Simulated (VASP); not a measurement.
Write the native input for VASP 6.6.1 that does the following.

| Property | Result |
| --- | --- |
| Task | single point |
| Functional | r2SCAN |
| Potentials or basis | VASP PAW PBE potentials, release 64 (K_sv, I) |
| Cutoff | 520 eV |
| k mesh | 6 × 6 × 4 |
| Occupations | fermi-dirac, width 0.02 eV |
| Spin | no spin polarisation |
| Dipole correction | no |
| Further INCAR settings | ALGO = Normal; EDIFF = 1e-06; NBANDS = 24 |

Crystal: KI.

```
K I
1.0
     6.03945    0.00000    0.00000
    -3.01973    5.23032    0.00000
     0.00000    0.00000    7.03912
K I
2 2
Cartesian
  0.0000 3.4869 -0.4399
  3.0197 1.7434 3.0796
  0.0000 3.4869 3.0796
  3.0197 1.7434 6.5992
```

These files were run (other wordings do the same):

POSCAR

```
KI
1.0
    6.0394507398      0.0000000000      0.0000000000
   -3.0197253699      5.2303177656      0.0000000000
    0.0000000000      0.0000000000      7.0391244287
K I
2 2
Direct
    0.3333333333      0.6666666667     -0.0625000000
    0.6666666667      0.3333333333      0.4375000000
    0.3333333333      0.6666666667      0.4375000000
    0.6666666667      0.3333333333      0.9375000000
```

INCAR.step1

```
SYSTEM = KI
PREC     = Accurate       ! precision mode
ENCUT    = 520            ! plane-wave cutoff, eV
ISMEAR   = -1             ! smearing method
SIGMA    = 0.02           ! smearing width, eV
LREAL    = .False.        ! projectors in reciprocal space
LASPH    = .True.         ! aspherical terms in the spheres
NELM     = 80             ! most SCF steps
NBANDS   = 24             ! bands
GGA      = PE             ! functional
ALGO     = Normal         ! electronic algorithm
EDIFF    = 1E-4           ! SCF threshold, eV
LWAVE    = .True.         ! write WAVECAR
LCHARG   = .False.        ! write CHGCAR
```

INCAR.step2

```
SYSTEM = KI
PREC     = Accurate       ! precision mode
ENCUT    = 520            ! plane-wave cutoff, eV
EDIFF    = 1E-6           ! SCF threshold, eV
ISMEAR   = -1             ! smearing method
SIGMA    = 0.02           ! smearing width, eV
LREAL    = .False.        ! projectors in reciprocal space
LASPH    = .True.         ! aspherical terms in the spheres
NELM     = 80             ! most SCF steps
ALGO     = Normal         ! electronic algorithm
ISIF     = 2              ! what is computed and relaxed
LWAVE    = .False.        ! write WAVECAR
LCHARG   = .False.        ! write CHGCAR
METAGGA  = R2SCAN         ! meta-GGA
LMIXTAU  = .True.       
NBANDS   = 24             ! bands
ISTART   = 1
```

KPOINTS

```
regular mesh
0
Gamma
  6 6 4
  0 0 0
```

Potentials or basis: VASP PAW PBE potentials, release 64 (K_sv, I).

Command:

```console
$ cat potpaw_PBE.64/K_sv/POTCAR potpaw_PBE.64/I/POTCAR > POTCAR
$ cp INCAR.step1 INCAR
$ mpirun -np 1 vasp_std > vasp.out
$ cp INCAR.step2 INCAR
$ mpirun -np 1 vasp_std > vasp.out
```

Results of the run:

| Property | Result |
| --- | --- |
| Pressure | 0.0 GPa |
| Band gap on the k mesh | 4.35 eV |

Caveat: the structure was generated, so it needn't be the stable form of KI; the PAW data sets were made with another functional, which shifts forces and pressure a little; spin-orbit coupling is left out, which moves the levels of the heavy elements.

Run time: 12 min on 1 thread of Oxide Virtual Turin-like Processor, on a shared host, peak memory 0.4 GiB.
